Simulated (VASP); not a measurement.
# H3C5 in VASP: notebook

Runs on H3C5. Level: PBE. Tasks: single point.

Program: VASP 6.6.1. These are calculated values, not measurements. Logs are shortened: lines on timing, memory, paths and dates and some standing lists are left out, and cuts for length are marked.

**1. The cell of the first run**

The cell holds a slab with vacuum, 32 atoms: a = 5.049 Å, b = 5.049 Å, c = 17.136 Å, α = 90.00°, β = 90.00°, γ = 90.00°.

**2. Single point, PBE**

The input, INCAR:

```
SYSTEM = H3C5
PREC     = Accurate       ! precision mode
ENCUT    = 520            ! plane-wave cutoff, eV
EDIFF    = 1E-6           ! SCF threshold, eV
ISMEAR   = 0              ! smearing method
SIGMA    = 0.02           ! smearing width, eV
LREAL    = Auto         
LASPH    = .TRUE.         ! aspherical terms in the spheres
NELM     = 60             ! most SCF steps
ALGO     = Normal         ! electronic algorithm
ISIF     = 2              ! what is computed and relaxed
LWAVE    = .FALSE.        ! write WAVECAR
LCHARG   = .FALSE.        ! write CHGCAR
GGA      = PE             ! functional
NBANDS   = 68             ! bands
```

The input, KPOINTS:

```
regular mesh
0
G
  3 3 1
  0 0 0
```

The input, POSCAR:

```
H3C5
1.0
    5.0487420000      0.0000000000      0.0000000000
    0.0000000000      5.0487420000      0.0000000000
    0.0000000000      0.0000000000     17.1355610000
H C
12 20
Direct
    0.4277867635      0.0000000000      0.0583581711
    0.0722132365      0.0000000000      0.0583581711
    0.9277867635      0.0000000000      0.0583581711
    0.5722132365      0.0000000000      0.0583581711
    0.4277867635      0.5000000000      0.0583581711
    0.0722132365      0.5000000000      0.0583581711
    0.9277867635      0.5000000000      0.0583581711
    0.5722132365      0.5000000000      0.0583581711
    0.2050199832      0.1426462275      0.3620044888
    0.2486985867      0.5401650550      0.3526694574
    0.7478148022      0.5982032752      0.3457661526
    0.7503797976      1.0614561013      0.3625632099
    0.2500000990      0.0000000000      0.0953981022
    0.7500000990      0.0000000000      0.0953981022
    0.2500000990      0.5000000000      0.0953981022
    0.7500000990      0.5000000000      0.0953981022
    0.2500000990      0.2500000990      0.1474827699
    0.7500000990      0.2500000990      0.1474827699
    0.2500000990      0.7500000990      0.1474827699
    0.7500000990      0.7500000990      0.1474827699
   -0.0022320412      0.2609725353      0.1949500224
    0.4995260205      0.2594555238      0.1956734302
   -0.0013181501      0.7629486712      0.2023740571
    0.4987680099      0.7617844208      0.2027564198
   -0.0041622250      0.0388332381      0.2539863737
    0.4968540678      0.0370987466      0.2560452500
   -0.0025410290      0.5045987694      0.2484888589
    0.4988747692      0.5033424168      0.2486132202
    0.2419424482      0.1265261723      0.3001314635
    0.7468137607      0.1187428472      0.3017420906
    0.2476068296      0.4463735719      0.2946034273
    0.7479591946      0.4529724434      0.2965722570
```

Potentials or basis: VASP PAW PBE potentials, release 64 (H, C).

Command:

```bash
$ cat potpaw_PBE.64/H/POTCAR potpaw_PBE.64/C/POTCAR > POTCAR
$ mpirun -np 1 vasp_std > vasp.out
```

OUTCAR:

```text
SYSTEM = H3C5
   PREC = Accurate
   ENCUT = 520
   EDIFF = 1E-6
   ISMEAR = 0
   LREAL = Auto
   LASPH = .TRUE.
   NELM = 60
   ISIF = 2
   GGA = PE

 ion  position               nearest neighbor table
   1  0.428  0.000  0.058-   4 0.73  13 1.10
   2  0.072  0.000  0.058-   3 0.73  13 1.10
   3  0.928  0.000  0.058-   2 0.73  14 1.10
   4  0.572  0.000  0.058-   1 0.73  14 1.10
   5  0.428  0.500  0.058-   8 0.73  15 1.10
   6  0.072  0.500  0.058-   7 0.73  15 1.10
   7  0.928  0.500  0.058-   6 0.73  16 1.10
   8  0.572  0.500  0.058-   5 0.73  16 1.10
   9  0.205  0.143  0.362-  29 1.08
  10  0.249  0.540  0.353-  31 1.10
  11  0.748  0.598  0.346-  32 1.12
  12  0.750  0.061  0.363-  30 1.08
  13  0.250  0.000  0.095-   1 1.10   2 1.10  19 1.55  17 1.55
  14  0.750  0.000  0.095-   3 1.10   4 1.10  20 1.55  18 1.55
  15  0.250  0.500  0.095-   5 1.10   6 1.10  17 1.55  19 1.55
  16  0.750  0.500  0.095-   7 1.10   8 1.10  18 1.55  20 1.55
  17  0.250  0.250  0.147-  22 1.51  21 1.51  15 1.55  13 1.55
  18  0.750  0.250  0.147-  21 1.49  22 1.51  16 1.55  14 1.55
[... 12 lines left out ...]
  31  0.248  0.446  0.295-  10 1.10  27 1.52  28 1.52  29 1.62
  32  0.748  0.453  0.297-  11 1.12  28 1.52  27 1.53  30 1.69

  LATTYP: Found a simple tetragonal cell.
 ALAT       =     5.0487420000
 C/A-ratio  =     3.3940258781

  Lattice vectors:

 A1 = (   5.0487420000,   0.0000000000,   0.0000000000)
 A2 = (   0.0000000000,   5.0487420000,   0.0000000000)
 A3 = (   0.0000000000,   0.0000000000,  17.1355610000)

Analysis of symmetry for initial positions (statically):
=====================================================================
 Subroutine PRICEL returns:
 Original cell was already a primitive cell.

 Routine SETGRP: Setting up the symmetry group for a
 simple tetragonal supercell.

 Subroutine GETGRP returns: Found  1 space group operations
 (whereof  1 operations were pure point group operations)
 out of a pool of 16 trial point group operations.

The static configuration has the point symmetry C_1 .

Analysis of symmetry for dynamics (positions and initial velocities):
=====================================================================
 Subroutine PRICEL returns:
 Original cell was already a primitive cell.

 Routine SETGRP: Setting up the symmetry group for a
 simple tetragonal supercell.

 Subroutine GETGRP returns: Found  1 space group operations
 (whereof  1 operations were pure point group operations)
 out of a pool of 16 trial point group operations.

The dynamic configuration has the point symmetry C_1 .

 Subroutine INISYM returns: Found  1 space group operations
 (whereof  1 operations are pure point group operations),
 and found     1 'primitive' translations

----------------------------------------------------------------------------------------

                                     Primitive cell

  volume of cell :     436.7820

  direct lattice vectors                    reciprocal lattice vectors
     5.048742000  0.000000000  0.000000000     0.198069143  0.000000000  0.000000000
     0.000000000  5.048742000  0.000000000     0.000000000  0.198069143  0.000000000
     0.000000000  0.000000000 17.135561000     0.000000000  0.000000000  0.058358171

  length of vectors
     5.048742000  5.048742000 17.135561000     0.198069143  0.198069143  0.058358171

  position of ions in fractional coordinates (direct lattice)
     0.427786764  0.000000000  0.058358171
     0.072213236  0.000000000  0.058358171
     0.927786764  0.000000000  0.058358171
     0.572213236  0.000000000  0.058358171
     0.427786764  0.500000000  0.058358171
     0.072213236  0.500000000  0.058358171
[... 24 lines left out ...]
     0.247606830  0.446373572  0.294603427
     0.747959195  0.452972443  0.296572257

  ion indices of the primitive-cell ions
   primitive index   ion index
                 1           1
                 2           2
                 3           3
                 4           4
                 5           5
                 6           6
[... 24 lines left out ...]
                31          31
                32          32

----------------------------------------------------------------------------------------

 KPOINTS: regular mesh

Automatic generation of k-mesh.
 Grid dimensions read from file:
 generate k-points for:    3    3    1

 Generating k-lattice:

  Cartesian coordinates                     Fractional coordinates (reciprocal lattice)
     0.066023048  0.000000000  0.000000000     0.333333333  0.000000000  0.000000000
     0.000000000  0.066023048  0.000000000     0.000000000  0.333333333  0.000000000
     0.000000000  0.000000000  0.058358171     0.000000000  0.000000000  1.000000000

  Length of vectors
     0.066023048  0.066023048  0.058358171

  Shift w.r.t. Gamma in fractional coordinates (k-lattice)
     0.000000000  0.000000000  0.000000000

 Subroutine IBZKPT returns following result:
 ===========================================

 Found      5 irreducible k-points:

 Following reciprocal coordinates:
            Coordinates               Weight
  0.000000  0.000000  0.000000      1.000000
  0.333333  0.000000  0.000000      2.000000
  0.000000  0.333333  0.000000      2.000000
  0.333333  0.333333  0.000000      2.000000
 -0.333333  0.333333  0.000000      2.000000
   k-points           NKPTS =      5   k-points in BZ     NKDIM =      5   number of bands    NBANDS=     68
   number of dos      NEDOS =    301   number of ions     NIONS =     32
   total plane-waves  NPLWV = 204800
   dimension x,y,z NGX =    40 NGY =   40 NGZ =  128
   dimension x,y,z NGXF=    80 NGYF=   80 NGZF=  256
   ions per type =              12  20
   NGX,Y,Z   is equivalent  to a cutoff of  13.17, 13.17, 12.42 a.u.
   NGXF,Y,Z  is equivalent  to a cutoff of  26.34, 26.34, 24.84 a.u.
 SYSTEM =  H3C5
   PREC   = accura    normal or accurate (medium, high low for compatibility)
   ISTART =      0    job   : 0-new  1-cont  2-samecut
   ICHARG =      2    charge: 1-file 2-atom 10-const
   ISPIN  =      1    spin polarized calculation?
   LNONCOLLINEAR =      F non collinear calculations
   LSORBIT =      F    spin-orbit coupling
   LASPH  =      T    aspherical Exc in radial PAW
   ENCUT  =  520.0 eV  38.22 Ry    6.18 a.u.   9.39  9.39 31.86*2*pi/ulx,y,z
   NELM   =     60;   NELMIN=  2; NELMDL= -5     # of ELM steps
   EDIFF  = 0.1E-05   stopping-criterion for ELM
   LREAL  =      T    real-space projection
   EDIFFG = 0.1E-04   stopping-criterion for IOM
   NSW    =      0    number of steps for IOM
   IBRION =     -1    ionic relax: 0-MD 1-quasi-New 2-CG
   NFREE  =      0    steps in history (QN), initial steepest desc. (CG)
   ISIF   =      2    stress and relaxation
   ISYM   =      2    0-nonsym 1-usesym 2-fastsym
   POTIM  = 0.5000    time-step for ionic-motion
   TEBEG  =    0.0;   TEEND  =   0.0 temperature during run
   PSTRESS=    0.0 pullay stress
   NELECT =      92.0000    total number of electrons
   NUPDOWN=      -1.0000    fix difference up-down
   EMIN   =  10.00;   EMAX   =-10.00  energy-range for DOS
   EFERMI =   0.00;   METHOD = LEGACY
   ISMEAR =     0;   SIGMA  =   0.02  broadening in eV -4-tet -1-fermi 0-gaus
   EFERMI_NEDOS =   21; number of points for ismear=-14 and -15
   IALGO  =     38    algorithm
   IMIX   =      4    mixing-type and parameters
     AMIX     =   0.40;   BMIX     =  1.00
     AMIX_MAG =   1.60;   BMIX_MAG =  1.00
  volume/ion in A,a.u.               =      13.65        92.11
  Fermi-wavevector in a.u.,A,eV,Ry     =   0.974053  1.840693 12.908923  0.948779
  Thomas-Fermi vector in A             =   2.104482
   LORBIT       =      0    0 simple, 1 ext, 2 COOP (PROOUT), +10 PAW based schemes
   GGA     = PE    functional components
   LHFCALC =     F    Hartree Fock is set to
   AEXX    =    0.0000 exact exchange contribution
   IVDW    =     0    specifies the selected vdW correction
   LEPSILON=     F    determine dielectric tensor
   LRPA    =     F    only Hartree local field effects (RPA)
 non-spin polarized calculation
 Gauss-broadening in eV      SIGMA  =   0.02
  energy-cutoff  :      520.00
  volume of cell :      436.78
 maximum number of plane-waves:     11773
 NGX is ok and might be reduce to    40
   NGX = 19   NGY = 19   NGZ = 63

 number of electron      92.0000006 magnetization

 Free energy of the ion-electron system (eV)
  ---------------------------------------------------
  ext. energy  EPLUGINS =         0.00000000
  ---------------------------------------------------
  free energy    TOTEN  =      -209.47450856 eV

  energy without entropy =     -209.47450856  energy(sigma->0) =     -209.47450856

 E-fermi :   1.0809     XC(G=0):  -5.1077

 val. band max:        0.9285653326   @ k =   0.0000   0.3333   0.0000
 cond. band min:       2.8639103259   @ k =   0.0000   0.0000   0.0000
 fundamental gap:      1.9353449933
 Fermi energy:         1.0809310383

 k-point     1 :       0.0000    0.0000    0.0000
  band No.  band energies     occupation
      1     -20.2650      2.00000
      2     -18.0002      2.00000
      3     -16.0627      2.00000
      4     -15.8417      2.00000
      5     -15.6839      2.00000
      6     -15.5074      2.00000
[... 50 lines left out ...]
     57       6.2333      0.00000
     58       6.3686      0.00000

 k-point     2 :       0.3333    0.0000    0.0000
  band No.  band energies     occupation
      1     -19.7565      2.00000
      2     -18.2517      2.00000
      3     -17.4945      2.00000
      4     -16.0326      2.00000
      5     -15.3665      2.00000
      6     -15.0094      2.00000
[... 50 lines left out ...]
     57       6.3577      0.00000
     58       6.5486      0.00000

 k-point     3 :       0.0000    0.3333    0.0000
  band No.  band energies     occupation
      1     -19.8904      2.00000
      2     -18.1382      2.00000
      3     -17.3092      2.00000
      4     -15.7342      2.00000
      5     -15.6933      2.00000
      6     -15.2780      2.00000
[... 50 lines left out ...]
     57       6.3703      0.00000
     58       6.6296      0.00000

 k-point     4 :       0.3333    0.3333    0.0000
  band No.  band energies     occupation
      1     -19.3846      2.00000
      2     -17.8911      2.00000
      3     -17.6297      2.00000
      4     -16.8110      2.00000
      5     -16.1524      2.00000
      6     -15.3756      2.00000
[... 50 lines left out ...]
     57       6.3460      0.00000
     58       6.7697      0.00000

 k-point     5 :      -0.3333    0.3333    0.0000
  band No.  band energies     occupation
      1     -19.3847      2.00000
      2     -17.8876      2.00000
      3     -17.6331      2.00000
      4     -16.8121      2.00000
      5     -16.1525      2.00000
      6     -15.3682      2.00000
[... 50 lines left out ...]
     57       6.3385      0.00000
     58       6.7656      0.00000
 [bands above 58 left out]

------------------------ aborting loop because EDIFF is reached ----------------------------------------

  FORCE on cell =-STRESS in cart. coord.  units (eV):
  Direction    XX          YY          ZZ          XY          YZ          ZX
  --------------------------------------------------------------------------------------
  -------------------------------------------------------------------------------------
  Total       72.2133937     -6.0899127      3.2889225     -0.1786403    -14.9259903      2.7061520
  in kB      264.8888357    -22.3386521     12.0642282     -0.6552778    -54.7506217      9.9265442
  external PRESSURE =      84.8714706 kB  Pullay stress =       0.0000000 kB

 VOLUME and BASIS-vectors are now :
 -----------------------------------------------------------------------------
  energy-cutoff  :      520.00
  volume of cell :      436.78
      direct lattice vectors                 reciprocal lattice vectors
     5.048742000  0.000000000  0.000000000     0.198069143  0.000000000  0.000000000
     0.000000000  5.048742000  0.000000000     0.000000000  0.198069143  0.000000000
     0.000000000  0.000000000 17.135561000     0.000000000  0.000000000  0.058358171

 POSITION                                       TOTAL-FORCE (eV/Angst)
 -----------------------------------------------------------------------------------
      2.15978      0.00000      1.00000        -8.862417      0.005873      0.058904
      0.36459      0.00000      1.00000         8.867484      0.001854      0.058775
      4.68416      0.00000      1.00000        -8.869114      0.000895      0.057784
      2.88896      0.00000      1.00000         8.874402      0.006833      0.053832
      2.15978      2.52437      1.00000        -8.853092      0.092845      0.066735
      0.36459      2.52437      1.00000         8.862715      0.082827      0.071854
[... 24 lines left out ...]
      1.25010      2.25363      5.04819         0.036572     -0.173085      0.064748
      3.77625      2.28694      5.08193         0.003175     -0.406968      0.059471
 -----------------------------------------------------------------------------------
    total drift:                                0.023589     -0.017079     -0.015940

  FREE ENERGIE OF THE ION-ELECTRON SYSTEM (eV)
  ---------------------------------------------------
  free  energy   TOTEN  =      -209.4745085624 eV

  energy  without entropy=     -209.4745085624  energy(sigma->0) =     -209.47450856
```

Run time: 7.7 min. Hardware: 1 thread of AMD EPYC 7R13, shared host; peak memory 0.47 GiB.

Results:

```yaml
Free_energy: -209.4745 eV
Largest_force: 8.875 eV/Å
Band_gap_on_the_k_mesh: 1.94 eV (least direct gap 1.95 eV)
```

Forces on the atoms (eV/Å):
```
H   -8.862  0.006  0.059
H    8.867  0.002  0.059
H   -8.869  0.001  0.058
H    8.874  0.007  0.054
H   -8.853  0.093  0.067
H    8.863  0.083  0.072
H   -8.856  0.080  0.082
H    8.868  0.101  0.055
H    0.613 -2.095  1.050
H   -0.010 -0.024  0.026
H    0.004 -1.165  0.440
H    0.032 -0.531  0.482
C    0.009 -0.108  0.770
C   -0.038 -0.125  0.737
C    0.028  0.114  0.911
C   -0.119  0.137  0.882
C   -0.129  0.346 -2.980
C   -0.289  0.348 -3.170
C   -0.105  1.514  0.132
C   -0.134  1.554  0.086
C    0.027  0.021 -0.024
C   -0.029  0.000 -0.040
C   -0.012 -0.007  0.073
C    0.024  0.018  0.075
C   -0.025 -0.107 -0.006
C   -0.040 -0.102 -0.017
C   -0.008 -0.033 -0.006
C    0.003 -0.042  0.011
C    0.021  0.156 -0.013
C    0.107  0.339 -0.047
C    0.037 -0.173  0.065
C    0.003 -0.407  0.059
```

**3. Single point, PBE**

The input, INCAR:

```
ALGO = Normal
EDIFF = 1E-6
ENCUT = 520
GGA = PE
ISIF = 2
ISMEAR = 0
LASPH = True
LCHARG = False
LREAL = Auto
LWAVE = False
NBANDS = 68
NELM = 100
PREC = Accurate
SIGMA = 0.02
```

The input, KPOINTS:

```
k-points
0
Gamma
  3 3 1
```

The input, POSCAR:

```
H3C5
1.0
    5.0487420000      0.0000000000      0.0000000000
    0.0000000000      5.0487420000      0.0000000000
    0.0000000000      0.0000000000     17.1355610000
H C
12 20
Direct
    0.4277867635      0.0000000000      0.0583581711
    0.0722132365      0.0000000000      0.0583581711
    0.9277869616      0.0000000000      0.0583581711
    0.5722132365      0.0000000000      0.0583581711
    0.4277867635      0.5000000000      0.0583581711
    0.0722132365      0.5000000000      0.0583581711
    0.9277869616      0.5000000000      0.0583581711
    0.5722132365      0.5000000000      0.0583581711
    0.7819803428     -0.0496913885      0.4346994534
    0.2500716020      0.4955559226      0.3593202464
    0.7500945780      0.4804159135      0.3600501320
    0.7682993110      0.9773397017      0.3906118977
    0.2500000990      0.0000000000      0.0953981022
    0.7500000990      0.0000000000      0.0953981022
    0.2500000990      0.5000000000      0.0953981022
    0.7500000990      0.5000000000      0.0953981022
    0.2500000990      0.2500000990      0.1474827699
    0.7500000990      0.2500000990      0.1474827699
    0.2500000990      0.7500000990      0.1474827699
    0.7500000990      0.7500000990      0.1474827699
    0.0003664279      0.2535990154      0.1956499119
    0.4997989598      0.2538305582      0.1955594567
    0.0003234469      0.7488400081      0.2037581962
    0.4998264914      0.7489713279      0.2037335690
    0.0018652171      0.0092993463      0.2539903421
    0.4986701638      0.0094391831      0.2538175435
    0.0009016107      0.4843097548      0.2528635625
    0.4992863569      0.4844406785      0.2528473973
    0.2504649673      0.0900317346      0.2970313023
    0.7501506316      0.0950157485      0.2917139392
    0.2501591486      0.4109265239      0.3004809705
    0.7500858630      0.4093197870      0.2996982124
```

Potentials or basis: VASP PAW PBE potentials, release 64 (H, C).

Command:

```bash
$ cat potpaw_PBE.64/H/POTCAR potpaw_PBE.64/C/POTCAR > POTCAR
$ mpirun -np 1 vasp_std > vasp.out
```

Run time: 7.7 min. Hardware: 1 thread of AMD EPYC 7R13, shared host; peak memory 0.47 GiB.

Results (log left out):

| Item | Value |
| --- | --- |
| Free energy | -206.0231 eV |
| Largest force | 8.860 eV/Å |
| Band gap on the k mesh | 0.72 eV (least direct gap 0.81 eV) |

Forces in eV/Å, atoms in the order of the input:
```
H   -8.857 -0.033  0.058
H    8.859 -0.032  0.058
H   -8.859 -0.030  0.058
H    8.858 -0.030  0.058
H   -8.794  0.025  0.026
H    8.798  0.029  0.024
H   -8.807  0.037  0.018
H    8.804  0.034  0.021
H    0.086 -0.115  0.489
H    0.004  0.021  0.071
H    0.000  0.105  0.086
H   -0.065  0.143 -0.515
C   -0.001 -0.158  0.960
C    0.002 -0.153  0.967
C   -0.015  0.149  1.078
C    0.017  0.141  1.051
C    0.014 -0.119 -2.841
C    0.015 -0.002 -2.859
C    0.006 -0.007  0.592
C    0.007  0.022  0.636
C    0.028  0.089 -0.042
C   -0.055  0.052 -0.058
C    0.036 -0.027 -0.007
C   -0.034 -0.036 -0.014
C   -0.027 -0.097  0.296
C    0.024 -0.022  0.235
C   -0.034  0.070  0.007
C    0.042  0.054 -0.011
C   -0.064  0.136 -0.501
C    0.013 -0.098  0.169
C    0.004 -0.073 -0.014
C   -0.003 -0.073 -0.097
```

Levels at points of the mesh, in eV from the valence-band top:
| k point | band 42 | band 43 | band 44 | band 45 | band 46 | band 47 | band 48 | band 49 | band 50 | band 51 |
| --- | --- | --- | --- | --- | --- | --- | --- | --- | --- | --- |
| (0.00, 0.00, 0.00) | -2.72 | -2.60 | -0.67 | -0.46 | -0.15 | 0.72 | 2.06 | 3.38 | 3.85 | 4.04 |
